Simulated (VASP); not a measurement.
# InSe (C2/m) in VASP: a series of runs

The runs below take InSe through single point, with LDA, PBEsol.

All numbers are computed with VASP 6.6.1; they aren't measurements. Logs are shortened: lines on timing, memory, paths and dates and some standing lists are left out, and cuts for length are marked.

**1. The cell of the first run**

It takes space group C2/m (No. 12, monoclinic). The conventional cell has a = 11.806 Å, b = 4.163 Å, c = 5.140 Å, α = 90.00°, β = 109.86°, γ = 90.00°. In (site symmetry m) has 3 Se at 2.72 to 2.73 Å and 1 In at 2.84 Å within 3.6 Å. Within 4.3 Å of Se (site symmetry m) lie 7 In at 2.72 to 4.23 Å and 7 Se at 3.60 to 4.16 Å.

**2. Single point, LDA**

File INCAR:

```
SYSTEM = InSe
PREC = Accurate
ENCUT = 520
EDIFF = 1E-6
ISMEAR = -1
SIGMA = 0.05
LREAL = .False.
LASPH = .True.
NELM = 60
ALGO = Normal
ISIF = 2
LWAVE = .False.
LCHARG = .False.
NBANDS = 27
```

File KPOINTS:

```
regular mesh
0
Gamma
  7 7 6
  0 0 0
```

File POSCAR:

```
InSe
1.0
    5.9030647348     -2.0816869103      0.0000000000
    5.9030647348      2.0816869103      0.0000000000
   -1.7459097331      0.0000000000      4.8341359509
In Se
2 2
Direct
    0.8882032500      0.8882032500      0.0468413600
    0.1117967500      0.1117967500      0.9531586400
    0.6609275900      0.6609275900      0.6689556200
    0.3390724100      0.3390724100      0.3310443800
```

Potentials or basis: VASP PAW LDA potentials, release 64 (In_d, Se).

Started as:

```console
> cat potpaw_LDA.64/In_d/POTCAR potpaw_LDA.64/Se/POTCAR > POTCAR
> mpirun -np 1 vasp_std > vasp.out
```

OUTCAR:

```text
SYSTEM = InSe
   PREC = Accurate
   ENCUT = 520
   EDIFF = 1E-6
   ISMEAR = -1
   LREAL = .False.
   LASPH = .True.
   NELM = 60
   ISIF = 2

 ion  position               nearest neighbor table
   1  0.888  0.888  0.047-   4 2.72   4 2.72   3 2.73   2 2.84   2 3.76   2 3.76
   2  0.112  0.112  0.953-   3 2.72   3 2.72   4 2.73   1 2.84   1 3.76   1 3.76
   3  0.661  0.661  0.669-   2 2.72   2 2.72   1 2.73
   4  0.339  0.339  0.331-   1 2.72   1 2.72   2 2.73

  LATTYP: Found a base centered monoclinic cell.
 ALAT       =    11.8061294696
 B/A-ratio  =     0.3526451096
 C/A-ratio  =     0.4353462338
 COS(beta)  =    -0.3396874117

  Lattice vectors:

 A1 = (   5.9030647348,  -2.0816869103,   0.0000000000)
 A2 = (   5.9030647348,   2.0816869103,   0.0000000000)
 A3 = (  -1.7459097331,   0.0000000000,   4.8341359509)

Analysis of symmetry for initial positions (statically):
=====================================================================
 Subroutine PRICEL returns:
 Original cell was already a primitive cell.

 Routine SETGRP: Setting up the symmetry group for a
 base centered monoclinic supercell.

 Subroutine GETGRP returns: Found  4 space group operations
 (whereof  4 operations were pure point group operations)
 out of a pool of  4 trial point group operations.

The static configuration has the point symmetry C_2h.

Analysis of symmetry for dynamics (positions and initial velocities):
=====================================================================
 Subroutine PRICEL returns:
 Original cell was already a primitive cell.

 Routine SETGRP: Setting up the symmetry group for a
 base centered monoclinic supercell.

 Subroutine GETGRP returns: Found  4 space group operations
 (whereof  4 operations were pure point group operations)
 out of a pool of  4 trial point group operations.

The dynamic configuration has the point symmetry C_2h.

 Subroutine INISYM returns: Found  4 space group operations
 (whereof  4 operations are pure point group operations),
 and found     1 'primitive' translations

----------------------------------------------------------------------------------------

                                     Primitive cell

  volume of cell :     118.8069

  direct lattice vectors                    reciprocal lattice vectors
     5.903064735 -2.081686910  0.000000000     0.084701765 -0.240189818  0.030591120
     5.903064735  2.081686910  0.000000000     0.084701765  0.240189818  0.030591120
    -1.745909733  0.000000000  4.834135951     0.000000000  0.000000000  0.206862200

  length of vectors
     6.259360483  6.259360483  5.139754001     0.256517746  0.256517746  0.206862200

  position of ions in fractional coordinates (direct lattice)
     0.888203250  0.888203250  0.046841360
     0.111796750  0.111796750  0.953158640
     0.660927590  0.660927590  0.668955620
     0.339072410  0.339072410  0.331044380

  ion indices of the primitive-cell ions
   primitive index   ion index
                 1           1
                 2           2
                 3           3
                 4           4

----------------------------------------------------------------------------------------

 KPOINTS: regular mesh

Automatic generation of k-mesh.
 Grid dimensions read from file:
 generate k-points for:    7    7    6

 Generating k-lattice:

  Cartesian coordinates                     Fractional coordinates (reciprocal lattice)
     0.012100252 -0.034312831  0.004370160     0.142857143  0.000000000  0.000000000
     0.012100252  0.034312831  0.004370160     0.000000000  0.142857143  0.000000000
     0.000000000  0.000000000  0.034477033     0.000000000  0.000000000  0.166666667

  Length of vectors
     0.036645392  0.036645392  0.034477033

  Shift w.r.t. Gamma in fractional coordinates (k-lattice)
     0.000000000  0.000000000  0.000000000

 Subroutine IBZKPT returns following result:
 ===========================================

 Found     88 irreducible k-points:

 Following reciprocal coordinates:
            Coordinates               Weight
  0.000000  0.000000  0.000000      1.000000
  0.142857  0.000000  0.000000      4.000000
  0.285714  0.000000 -0.000000      4.000000
  0.428571  0.000000 -0.000000      4.000000
  0.142857  0.142857  0.000000      2.000000
  0.285714  0.142857 -0.000000      4.000000
[... 16 lines left out ...]
 -0.142857  0.000000  0.166667      4.000000
  0.142857  0.142857  0.166667      2.000000
 [... further k-points ...]
   k-points           NKPTS =     88   k-points in BZ     NKDIM =     88   number of bands    NBANDS=     27
   number of dos      NEDOS =    301   number of ions     NIONS =      4
   total plane-waves  NPLWV =  92160
   dimension x,y,z NGX =    48 NGY =   48 NGZ =   40
   dimension x,y,z NGXF=    96 NGYF=   96 NGZF=   80
   ions per type =               2   2
   NGX,Y,Z   is equivalent  to a cutoff of  12.75, 12.75, 12.94 a.u.
   NGXF,Y,Z  is equivalent  to a cutoff of  25.50, 25.50, 25.88 a.u.
 SYSTEM =  InSe
   PREC   = accura    normal or accurate (medium, high low for compatibility)
   ISTART =      0    job   : 0-new  1-cont  2-samecut
   ICHARG =      2    charge: 1-file 2-atom 10-const
   ISPIN  =      1    spin polarized calculation?
   LNONCOLLINEAR =      F non collinear calculations
   LSORBIT =      F    spin-orbit coupling
   LASPH  =      T    aspherical Exc in radial PAW
   ENCUT  =  520.0 eV  38.22 Ry    6.18 a.u.  11.64 11.64  9.56*2*pi/ulx,y,z
   NELM   =     60;   NELMIN=  2; NELMDL= -5     # of ELM steps
   EDIFF  = 0.1E-05   stopping-criterion for ELM
   LREAL  =      F    real-space projection
   EDIFFG = 0.1E-04   stopping-criterion for IOM
   NSW    =      0    number of steps for IOM
   IBRION =     -1    ionic relax: 0-MD 1-quasi-New 2-CG
   NFREE  =      0    steps in history (QN), initial steepest desc. (CG)
   ISIF   =      2    stress and relaxation
   ISYM   =      2    0-nonsym 1-usesym 2-fastsym
   POTIM  = 0.5000    time-step for ionic-motion
   TEBEG  =    0.0;   TEEND  =   0.0 temperature during run
   PSTRESS=    0.0 pullay stress
   NELECT =      38.0000    total number of electrons
   NUPDOWN=      -1.0000    fix difference up-down
   EMIN   =  10.00;   EMAX   =-10.00  energy-range for DOS
   EFERMI =   0.00;   METHOD = LEGACY
   ISMEAR =    -1;   SIGMA  =   0.05  broadening in eV -4-tet -1-fermi 0-gaus
   EFERMI_NEDOS =   21; number of points for ismear=-14 and -15
   IALGO  =     38    algorithm
   IMIX   =      4    mixing-type and parameters
     AMIX     =   0.40;   BMIX     =  1.00
     AMIX_MAG =   1.60;   BMIX_MAG =  1.00
  volume/ion in A,a.u.               =      29.70       200.44
  Fermi-wavevector in a.u.,A,eV,Ry     =   1.119581  2.115701 17.054373  1.253461
  Thomas-Fermi vector in A             =   2.256221
   LORBIT       =      0    0 simple, 1 ext, 2 COOP (PROOUT), +10 PAW based schemes
   GGA     = CA    functional components
   LHFCALC =     F    Hartree Fock is set to
   AEXX    =    0.0000 exact exchange contribution
   IVDW    =     0    specifies the selected vdW correction
   LEPSILON=     F    determine dielectric tensor
   LRPA    =     F    only Hartree local field effects (RPA)
 non-spin polarized calculation
  energy-cutoff  :      520.00
  volume of cell :      118.81
 maximum number of plane-waves:      3220
   NGX = 23   NGY = 23   NGZ = 19

 number of electron      38.0000002 magnetization

 Free energy of the ion-electron system (eV)
  ---------------------------------------------------
  ext. energy  EPLUGINS =         0.00000000
  ---------------------------------------------------
  free energy    TOTEN  =       -16.43217758 eV

  energy without entropy =      -16.43217581  energy(sigma->0) =      -16.43217669

 E-fermi :   3.8579     XC(G=0):  -9.2467

 val. band max:        3.3772130174   @ k =  -0.4286  -0.4286   0.1667
 cond. band min:       4.3172164025   @ k =   0.0000   0.0000   0.5000
 fundamental gap:      0.9400033851
 Fermi energy:         3.8578558915

 k-point     1 :       0.0000    0.0000    0.0000
  band No.  band energies     occupation
      1     -10.9751      2.00000
      2     -10.8884      2.00000
      3     -10.7145      2.00000
      4     -10.6847      2.00000
      5     -10.6520      2.00000
      6     -10.6502      2.00000
[... 19 lines left out ...]
     26       9.9241      0.00000
     27      11.4861      0.00000

 k-point     2 :       0.1429    0.0000    0.0000
  band No.  band energies     occupation
      1     -10.9708      2.00000
      2     -10.8860      2.00000
      3     -10.7687      2.00000
      4     -10.6731      2.00000
      5     -10.6671      2.00000
      6     -10.6380      2.00000
[... 19 lines left out ...]
     26       9.7948      0.00000
     27      11.7606      0.00000

 k-point     3 :       0.2857    0.0000   -0.0000
  band No.  band energies     occupation
      1     -10.9666      2.00000
      2     -10.8857      2.00000
      3     -10.8396      2.00000
      4     -10.6994      2.00000
      5     -10.6538      2.00000
      6     -10.6382      2.00000
[... 19 lines left out ...]
     26      10.5698      0.00000
     27      10.9063      0.00000

 k-point     4 :       0.4286    0.0000   -0.0000
  band No.  band energies     occupation
      1     -10.9775      2.00000
      2     -10.8996      2.00000
      3     -10.8493      2.00000
      4     -10.7261      2.00000
      5     -10.6534      2.00000
      6     -10.6447      2.00000
[... 19 lines left out ...]
     26      10.1310      0.00000
     27      11.4949      0.00000
[... 516 lines left out ...]
      4     -10.7015      2.00000
      5     -10.6527      2.00000
      6     -10.6365      2.00000
[... 19 lines left out ...]
     26      10.4505      0.00000
     27      10.8185      0.00000

 k-point    23 :      -0.1429    0.0000    0.1667
  band No.  band energies     occupation
      1     -10.9735      2.00000
      2     -10.8856      2.00000
      3     -10.7697      2.00000
      4     -10.6726      2.00000
      5     -10.6686      2.00000
      6     -10.6384      2.00000
[... 19 lines left out ...]
     26       9.5409      0.00000
     27      11.5171      0.00000

 k-point    24 :       0.1429    0.1429    0.1667
  band No.  band energies     occupation
      1     -10.9717      2.00000
      2     -10.8852      2.00000
      3     -10.7260      2.00000
      4     -10.6828      2.00000
      5     -10.6568      2.00000
      6     -10.6556      2.00000
[... 19 lines left out ...]
     26       9.8286      0.00000
     27      11.0897      0.00000

 [... further k-points ...]

------------------------ aborting loop because EDIFF is reached ----------------------------------------

  FORCE on cell =-STRESS in cart. coord.  units (eV):
  Direction    XX          YY          ZZ          XY          YZ          ZX
  --------------------------------------------------------------------------------------
  -------------------------------------------------------------------------------------
  Total       -3.7301879     -3.1236496     -2.6511496      0.0000000      0.0000000     -0.0155366
  in kB      -50.3036471    -42.1241438    -35.7522187      0.0000000      0.0000000     -0.2095202
  external PRESSURE =     -42.7266699 kB  Pullay stress =       0.0000000 kB

 VOLUME and BASIS-vectors are now :
 -----------------------------------------------------------------------------
  energy-cutoff  :      520.00
  volume of cell :      118.81
      direct lattice vectors                 reciprocal lattice vectors
     5.903064735 -2.081686910  0.000000000     0.084701765 -0.240189818  0.030591120
     5.903064735  2.081686910  0.000000000     0.084701765  0.240189818  0.030591120
    -1.745909733  0.000000000  4.834135951     0.000000000  0.000000000  0.206862200

 POSITION                                       TOTAL-FORCE (eV/Angst)
 -----------------------------------------------------------------------------------
     10.40446      0.00000      0.22644        -0.220977      0.000000      0.043263
     -0.34424      0.00000      4.60770         0.220977      0.000000     -0.043263
      6.63506      0.00000      3.23382        -0.014146      0.000000      0.339664
      3.42516      0.00000      1.60031         0.014146      0.000000     -0.339664
 -----------------------------------------------------------------------------------
    total drift:                               -0.000000     -0.000000      0.000000

  FREE ENERGIE OF THE ION-ELECTRON SYSTEM (eV)
  ---------------------------------------------------
  free  energy   TOTEN  =       -16.4321775784 eV

  energy  without entropy=      -16.4321758092  energy(sigma->0) =      -16.43217669
```

Run time: 6.7 min. Hardware: 1 thread of Intel Xeon 8259CL, shared host; peak memory 0.4 GiB.

What came out:

| Quantity | Value |
| --- | --- |
| Free energy | -16.4322 eV |
| Pressure | -4.3 GPa |
| Largest force | 0.340 eV/Å |
| Band gap on the k mesh | 0.94 eV (least direct gap 0.96 eV) |

Forces on the atoms (eV/Å):
```
In  -0.221  0.000  0.043
In   0.221  0.000 -0.043
Se  -0.014  0.000  0.340
Se   0.014  0.000 -0.340
```

Stress tensor (GPa, compression positive):
```
-5.03  0.00 -0.02
 0.00 -4.21  0.00
-0.02  0.00 -3.58
```

Caveat: the cell stands under tension; spin-orbit coupling is left out, which moves the levels of the heavy elements; an odd mesh through Γ misses points on the zone boundary, where band edges can lie.

**3. Single point, LDA**

This run uses another cell than the first one, of 30.27 Å³/atom.

File INCAR:

```
ALGO = Normal
EDIFF = 1E-7
ENCUT = 520
GGA = CA
ISIF = 2
ISMEAR = -1
LASPH = True
LCHARG = False
LREAL = False
LWAVE = False
NBANDS = 27
NELM = 100
PREC = Accurate
SIGMA = 0.05
```

File KPOINTS:

```
k-points
0
Gamma
  7 7 6
```

File POSCAR:

```
InSe
1.0
    5.9406648870     -2.0949464201      0.0000000000
    5.9406648870      2.0949464201      0.0000000000
   -1.7570304771      0.0000000000      4.8649274559
In Se
2 2
Direct
    0.8882032500      0.8882032500      0.0468413600
    0.1117967500      0.1117967500      0.9531586400
    0.6609275900      0.6609275900      0.6689556200
    0.3390724100      0.3390724100      0.3310443800
```

Potentials or basis: VASP PAW LDA potentials, release 64 (In_d, Se).

Started as:

```console
> cat potpaw_LDA.64/In_d/POTCAR potpaw_LDA.64/Se/POTCAR > POTCAR
> mpirun -np 1 vasp_std > vasp.out
```

Run time: 7.8 min. Hardware: 1 thread of Intel Xeon 8259CL, shared host; peak memory 0.41 GiB.

The run converged. Its results:

| Quantity | Value |
| --- | --- |
| Free energy | -16.3667 eV |
| Pressure | -5.0 GPa |
| Largest force | 0.460 eV/Å |
| Band gap on the k mesh | 0.91 eV |

Forces in eV/Å, atoms in the order of the input:
```
In  -0.294  0.000  0.060
In   0.294  0.000 -0.060
Se  -0.022  0.000  0.459
Se   0.022  0.000 -0.459
```

Stress tensor (GPa, compression positive):
```
-5.79  0.00 -0.05
 0.00 -4.92  0.00
-0.05  0.00 -4.14
```

Levels at points of the mesh, in eV from the valence-band top:
| k point | band 16 | band 17 | band 18 | band 19 | band 20 | band 21 | band 22 | band 23 |
| --- | --- | --- | --- | --- | --- | --- | --- | --- |
| (0.00, 0.00, 0.00) | -2.06 | -1.82 | -1.21 | -1.04 | 2.40 | 2.93 | 3.45 | 4.65 |
| (0.00, 0.00, 0.50) | -1.63 | -1.31 | -0.97 | -0.35 | 0.91 | 1.95 | 3.31 | 3.80 |

Caveat: the cell stands under tension; spin-orbit coupling is left out, which moves the levels of the heavy elements; an odd mesh through Γ misses points on the zone boundary, where band edges can lie.

[end of part 1 of 2]
